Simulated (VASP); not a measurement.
# AlAs5 (P-62m) in VASP: further runs, part 2 of 2

VASP 6.6.1.

### Step 3. Single point, PBE

This run uses another cell than the first one, of 27.12 Å³/atom.

INCAR

```
PREC = Accurate ; ENCUT = 520
EDIFF = 1E-6 ; ISMEAR = 0
SIGMA = 0.1 ; LREAL = False
LASPH = True ; NELM = 60
ALGO = Normal ; ISIF = 2
LWAVE = False ; LCHARG = True
GGA = PE ; LELF = True
LVHAR = True ; NBANDS = 23
```

KPOINTS

```
regular mesh
0
Gamma
  3 3 4
```

POSCAR

```
AlAs5
1.0
    5.9341452200      0.0000000000      0.0000000000
   -2.9670726100      5.1391205100      0.0000000000
    0.0000000000      0.0000000000      5.3359787200
Al As
1 5
Direct
    0.0000000000      0.0000000000      0.5000000000
    0.0000000000      0.3345335700      0.0000000000
    0.6654664300      0.6654664300      0.0000000000
    0.3345335700      0.0000000000      0.0000000000
    0.6666666700      0.3333333300      0.5000000000
    0.3333333300      0.6666666700      0.5000000000
```

Potentials or basis: VASP PAW PBE potentials, release 64 (Al, As).

Command:

```sh
> cat potpaw_PBE.64/Al/POTCAR potpaw_PBE.64/As/POTCAR > POTCAR
> mpirun -np 1 vasp_std > vasp.out
```

OUTCAR:

```text
PREC = Accurate
   ENCUT = 520
   EDIFF = 1E-6
   ISMEAR = 0
   LREAL = False
   LASPH = True
   NELM = 60
   ISIF = 2
   GGA = PE

 ion  position               nearest neighbor table
   1  0.000  0.000  0.500-
   2  0.000  0.335  0.000-
   3  0.665  0.665  0.000-
   4  0.335  0.000  0.000-
   5  0.667  0.333  0.500-
   6  0.333  0.667  0.500-

  LATTYP: Found a hexagonal cell.
 ALAT       =     5.9341452200
 C/A-ratio  =     0.8991992144

  Lattice vectors:

 A1 = (   5.9341452200,   0.0000000000,   0.0000000000)
 A2 = (  -2.9670726100,   5.1391205100,   0.0000000000)
 A3 = (   0.0000000000,   0.0000000000,   5.3359787200)

Analysis of symmetry for initial positions (statically):
=====================================================================
 Subroutine PRICEL returns:
 Original cell was already a primitive cell.

 Routine SETGRP: Setting up the symmetry group for a
 hexagonal supercell.

 Subroutine GETGRP returns: Found 12 space group operations
 (whereof 12 operations were pure point group operations)
 out of a pool of 24 trial point group operations.

The static configuration has the point symmetry D_3h.

Analysis of symmetry for dynamics (positions and initial velocities):
=====================================================================
 Subroutine PRICEL returns:
 Original cell was already a primitive cell.

 Routine SETGRP: Setting up the symmetry group for a
 hexagonal supercell.

 Subroutine GETGRP returns: Found 12 space group operations
 (whereof 12 operations were pure point group operations)
[... 107 lines left out ...]
   EMIN   =  10.00;   EMAX   =-10.00  energy-range for DOS
   EFERMI =   0.00;   METHOD = LEGACY
   ISMEAR =     0;   SIGMA  =   0.10  broadening in eV -4-tet -1-fermi 0-gaus
   EFERMI_NEDOS =   21; number of points for ismear=-14 and -15
   IALGO  =     38    algorithm
   IMIX   =      4    mixing-type and parameters
     AMIX     =   0.40;   BMIX     =  1.00
     AMIX_MAG =   1.60;   BMIX_MAG =  1.00
  volume/ion in A,a.u.               =      27.12       183.02
  Fermi-wavevector in a.u.,A,eV,Ry     =   0.910557  1.720703 11.280782  0.829114
  Thomas-Fermi vector in A             =   2.034733
   LORBIT       =      0    0 simple, 1 ext, 2 COOP (PROOUT), +10 PAW based schemes
   GGA     = PE    functional components
   LHFCALC =     F    Hartree Fock is set to
   AEXX    =    0.0000 exact exchange contribution
   IVDW    =     0    specifies the selected vdW correction
   LEPSILON=     F    determine dielectric tensor
   LRPA    =     F    only Hartree local field effects (RPA)
 non-spin polarized calculation
 Gauss-broadening in eV      SIGMA  =   0.10
  energy-cutoff  :      520.00
  volume of cell :      162.73
 maximum number of plane-waves:      4424
 NGX is ok and might be reduce to    48
   NGX = 23   NGY = 23   NGZ = 19

 number of electron      28.0000004 magnetization

 Free energy of the ion-electron system (eV)
  ---------------------------------------------------
  ext. energy  EPLUGINS =         0.00000000
  ---------------------------------------------------
  free energy    TOTEN  =       -21.93502990 eV

  energy without entropy =      -21.90616467  energy(sigma->0) =      -21.92059729

 E-fermi :   3.0901     XC(G=0):  -9.1390

 val. band max:        3.0611801288   @ k =   0.0000   0.0000   0.5000
 cond. band min:       3.1176051416   @ k =   0.3333  -0.0000   0.5000
 fundamental gap:      0.0564250127
 Fermi energy:         3.0900978304

 k-point     1 :       0.0000    0.0000    0.0000
  band No.  band energies     occupation
      1      -9.1237      2.00000
      2      -6.5159      2.00000
      3      -6.3519      2.00000
      4      -6.3519      2.00000
      5      -6.2460      2.00000
      6      -1.0799      2.00000
[... 223 lines left out ...]
     22       6.8148      0.00000
     23       7.0329      0.00000

------------------------ aborting loop because EDIFF is reached ----------------------------------------

  FORCE on cell =-STRESS in cart. coord.  units (eV):
  Direction    XX          YY          ZZ          XY          YZ          ZX
  --------------------------------------------------------------------------------------
  -------------------------------------------------------------------------------------
  Total      -12.9015801    -12.9015801    -13.4514043      0.0000000      0.0000000      0.0000000
  in kB     -127.0259425   -127.0259425   -132.4393824      0.0000000      0.0000000      0.0000000
  external PRESSURE =    -128.8304225 kB  Pullay stress =       0.0000000 kB

 VOLUME and BASIS-vectors are now :
 -----------------------------------------------------------------------------
  energy-cutoff  :      520.00
  volume of cell :      162.73
      direct lattice vectors                 reciprocal lattice vectors
     5.934145220  0.000000000  0.000000000     0.168516267  0.097292912  0.000000000
    -2.967072610  5.139120510  0.000000000     0.000000000  0.194585824  0.000000000
     0.000000000  0.000000000  5.335978720     0.000000000  0.000000000  0.187407044

 POSITION                                       TOTAL-FORCE (eV/Angst)
 -----------------------------------------------------------------------------------
      0.00000      0.00000      2.66799        -0.000000     -0.000000     -0.000000
     -0.99259      1.71921      0.00000         0.129426     -0.224172     -0.000000
      1.97449      3.41991      0.00000         0.129426      0.224172      0.000000
      1.98517      0.00000      0.00000        -0.258852      0.000000     -0.000000
      2.96707      1.71304      2.66799        -0.000000     -0.000000     -0.000000
     -0.00000      3.42608      2.66799        -0.000000      0.000000     -0.000000
 -----------------------------------------------------------------------------------
    total drift:                               -0.000000     -0.000000     -0.000000

  FREE ENERGIE OF THE ION-ELECTRON SYSTEM (eV)
  ---------------------------------------------------
  free  energy   TOTEN  =       -21.9350299023 eV

  energy  without entropy=      -21.9061646703  energy(sigma->0) =      -21.92059729
```

stdout:

```text
POSCAR found type information on POSCAR AlAs
 POSCAR found :  2 types and       6 ions
 scaLAPACK will be used
 LDA part: xc-table for (Slater+PW92), standard interpolation
 POSCAR, INCAR and KPOINTS ok, starting setup
 FFT: planning ... GRIDC
 FFT: planning ... GRID_SOFT
 FFT: planning ... GRID
 WAVECAR not read
 entering main loop
```

Wall time 34 s (1 thread of Intel Xeon Platinum 8488C (Sapphire Rapids), shared host); peak memory 0.27 GiB.

Results:

- Free energy: -21.9350 eV
- Pressure: -12.9 GPa
- Largest force: 0.259 eV/Å
- Band gap on the k mesh: zero (bands 14 and 15 overlap by 1.82 eV)

Forces on the atoms (eV/Å):
```
Al   0.000  0.000  0.000
As   0.129 -0.224  0.000
As   0.129  0.224  0.000
As  -0.259  0.000  0.000
As   0.000  0.000  0.000
As   0.000  0.000  0.000
```

Stress tensor (GPa, compression positive):
```
-12.70   0.00   0.00
  0.00 -12.70   0.00
  0.00   0.00 -13.24
```

Caveat: the k points lie up to 0.41 Å⁻¹ apart, too coarse for converged energies and pressures of a metal.

### Step 4. Single point, PBE

This run uses another cell than the first one, of 19.75 Å³/atom.

INCAR

```
ALGO = Normal
EDIFF = 1E-6
ENCUT = 520
GGA = PE
ISIF = 2
ISMEAR = 0
LASPH = T
LCHARG = T
LELF = T
LREAL = F
LVHAR = T
LWAVE = F
NBANDS = 23
NELM = 60
PREC = Accurate
SIGMA = 0.1
```

KPOINTS

```
k-points
0
Gamma
  6 6 4
```

POSCAR

```
AlAs5
1.0
    5.1749316219      0.0000000000      0.0000000000
   -2.5874658110      4.4816222474      0.0000000000
    0.0000000000      0.0000000000      5.1103309591
Al As
1 5
Direct
    0.0000000000      0.0000000000      0.5000000000
    0.0000000000      0.2850243988      0.0000000000
    0.7149756012      0.7149756012      0.0000000000
    0.2850243988      0.0000000000      0.0000000000
    0.6666666667      0.3333333333      0.5000000000
    0.3333333333      0.6666666667      0.5000000000
```

Command:

```sh
> cat potpaw_PBE.64/Al/POTCAR potpaw_PBE.64/As/POTCAR > POTCAR
> mpirun -np 1 vasp_std > vasp.out
```

It took 39 s on 1 thread of Intel Xeon Platinum 8488C (Sapphire Rapids), shared host; peak memory 0.24 GiB.

The run converged. Its results:

```yaml
Free_energy: -25.0575 eV
Pressure: 0.1 GPa
Largest_force: 0.045 eV/Å
Band_gap_on_the_k_mesh: zero (bands 14 and 15 overlap by 2.73 eV)
```

Forces in eV/Å, atoms in the order of the input:
```
Al   0.000  0.000  0.000
As  -0.022  0.039  0.000
As  -0.022 -0.039  0.000
As   0.045  0.000  0.000
As   0.000  0.000  0.000
As   0.000  0.000  0.000
```

Levels at points of the mesh, in eV from the Fermi level:
```
           k point  band 12  band 13  band 14  band 15  band 16  band 17
(0.00, 0.00, 0.00)    -1.27    -0.81    -0.81    -0.78    -0.50    -0.50
(0.50, 0.00, 0.00)    -1.69    -1.19    -0.35     0.16     1.06     1.26
(0.00, 0.00, 0.50)    -2.95    -2.70    -2.70    -0.48     0.40     3.24
(0.50, 0.00, 0.50)    -0.52    -0.27     0.91     1.01     1.08     1.87
```

### Step 5. Relaxation of cell and atoms, PBE

This run uses another cell than the first one, of 27.12 Å³/atom.

INCAR

```
ALGO = Normal ; EDIFF = 1E-7
EDIFFG = -0.04 ; ENCUT = 600
GGA = PE ; IBRION = 2
ISIF = 3 ; ISMEAR = 0
LASPH = T ; LCHARG = F
LREAL = F ; LWAVE = F
NELM = 80 ; NSW = 90
PREC = Accurate ; SIGMA = 0.1
```

KPOINTS

```
k-points
0
Gamma
  3 3 4
```

POSCAR

```
AlAs5
1.0
    5.9341452200      0.0000000000      0.0000000000
   -2.9670726100      5.1391205100      0.0000000000
    0.0000000000      0.0000000000      5.3359787200
Al As
1 5
Direct
    0.0000000000      0.0000000000      0.5000000000
    0.0000000000      0.3345335700      0.0000000000
    0.6654664300      0.6654664300      0.0000000000
    0.3345335700      0.0000000000      0.0000000000
    0.6666666700      0.3333333300      0.5000000000
    0.3333333300      0.6666666700      0.5000000000
```

Command:

```sh
> cat potpaw_PBE.64/Al/POTCAR potpaw_PBE.64/As/POTCAR > POTCAR
> mpirun -np 1 vasp_std > vasp.out
```

Run time: 6.1 min. Hardware: 1 thread of Intel Xeon Platinum 8488C (Sapphire Rapids), shared host; peak memory 0.35 GiB.

Results (log left out):

```
Free energy                           : -25.1676 eV
Relaxed volume                        : 19.62 Å³/atom
Relaxed cell                          : a = 5.099 Å, b = 5.099 Å, c = 5.227 Å, α = 90.00°, β = 90.00°, γ = 120.00°
Space group after relaxing (to 0.1 Å) : P-62m (No. 189)
Energy gained by relaxing             : 538.8 meV/atom
Ionic steps                           : 16
Pressure after relaxing               : -0.1 GPa
Largest force after relaxing          : 0.030 eV/Å
```

Forces in eV/Å, atoms in the order of the input:
```
Al   0.000  0.000  0.000
As  -0.015  0.026  0.000
As  -0.015 -0.026  0.000
As   0.030  0.000  0.000
As   0.000  0.000  0.000
As   0.000  0.000  0.000
```

Stress tensor (GPa, compression positive):
```
-0.24  0.00  0.00
 0.00 -0.24  0.00
 0.00  0.00  0.05
```

The path:
| step | energy change (eV) | largest force (eV/Å) | pressure (GPa) | volume (Å³) |
| --- | --- | --- | --- | --- |
| 1 | 0.0000 | 0.2588 | -12.88 | 162.73 |
| 2 | -2.7939 | 0.5000 | -2.49 | 116.58 |
| 3 | -2.8270 | 0.4897 | -0.16 | 112.83 |
| 4 | -2.8266 | 0.4873 | 0.43 | 111.95 |
| 5 | -2.8779 | 0.5916 | 0.62 | 111.64 |
| 6 | -2.9997 | 0.4775 | 1.83 | 110.64 |
| 7 | -3.0052 | 0.9931 | 7.27 | 108.36 |
| 8 | -3.0433 | 0.4109 | 2.73 | 110.11 |
| 9 | -3.0965 | 0.0576 | 4.18 | 109.26 |
| 10 | -3.1261 | 0.0223 | 3.85 | 110.16 |
| 11 | -3.1723 | 0.4755 | 3.37 | 112.84 |
| 12 | -3.2030 | 0.3148 | 2.18 | 114.34 |
| 13 | -3.2265 | 0.0272 | -0.46 | 117.99 |
| 14 | -3.2273 | 0.0227 | -0.06 | 117.42 |
| 15 | -3.2293 | 0.0260 | -0.08 | 117.49 |
| 16 | -3.2326 | 0.0298 | -0.14 | 117.71 |

Final structure:
```
Al As
1.0
     5.09918    0.00000    0.00000
    -2.54959    4.41602    0.00000
     0.00000    0.00000    5.22750
Al As
1 5
Direct
  0.00000 0.00000 0.50000
  0.00000 0.29023 0.00000
  0.70977 0.70977 0.00000
  0.29023 0.00000 0.00000
  0.66667 0.33333 0.50000
  0.33333 0.66667 0.50000
```

Levels at points of the mesh, in eV from the Fermi level:
| k point | band 10 | band 11 | band 12 | band 13 | band 14 | band 15 | band 16 | band 17 | band 18 |
| --- | --- | --- | --- | --- | --- | --- | --- | --- | --- |
| (0.00, 0.00, 0.00) | -2.18 | -2.18 | -1.35 | -1.32 | -1.09 | -1.09 | -0.53 | -0.53 | -0.16 |
| (0.00, 0.00, 0.50) | -3.79 | -3.79 | -3.18 | -2.76 | -2.76 | -1.07 | -0.14 | 2.89 | 2.89 |

Caveat: the k points lie up to 0.47 Å⁻¹ apart in the final cell; the volume moved by over 15 % at a fixed basis, so the end points are rough; the highest band is partly filled, so the run has too few bands.

### Step 6. The runs side by side

```csv
task,cell,k mesh,cutoff (eV),gap on the mesh (eV),pressure (GPa),largest force (eV/Å)
single point,"a = 5.269, b = 5.269, c = 4.809 Å, angles 90.0, 90.0, 120.0°, 6 atoms, atomic positions A",3 × 3 × 4,520,none,0.1,0.05
single point,"a = 5.934, b = 5.934, c = 5.336 Å, angles 90.0, 90.0, 120.0°, 6 atoms, atomic positions B",3 × 3 × 4,520,none,-12.9,0.26
single point,"a = 5.175, b = 5.175, c = 5.110 Å, angles 90.0, 90.0, 120.0°, 6 atoms, atomic positions A",6 × 6 × 4,520,none,0.1,0.04
relaxation of cell and atoms,"relaxed from a = 5.934, b = 5.934, c = 5.336 Å, angles 90.0, 90.0, 120.0°, 6 atoms, atomic positions B",3 × 3 × 4,600,-,-0.1,0.03
```

Alike in all rows: level PBE; potentials or basis VASP PAW PBE potentials, release 64 (Al, As); no spin polarisation; smearing gaussian 0.1 eV.

Caveats: some runs use coarse meshes; the volume moved by over 15 % at a fixed basis, so the end points are rough (at least some runs); the highest band is partly filled, so the run has too few bands (at least some runs).

Total energies depend on the potentials used, so only differences within one code and one set of settings carry meaning.
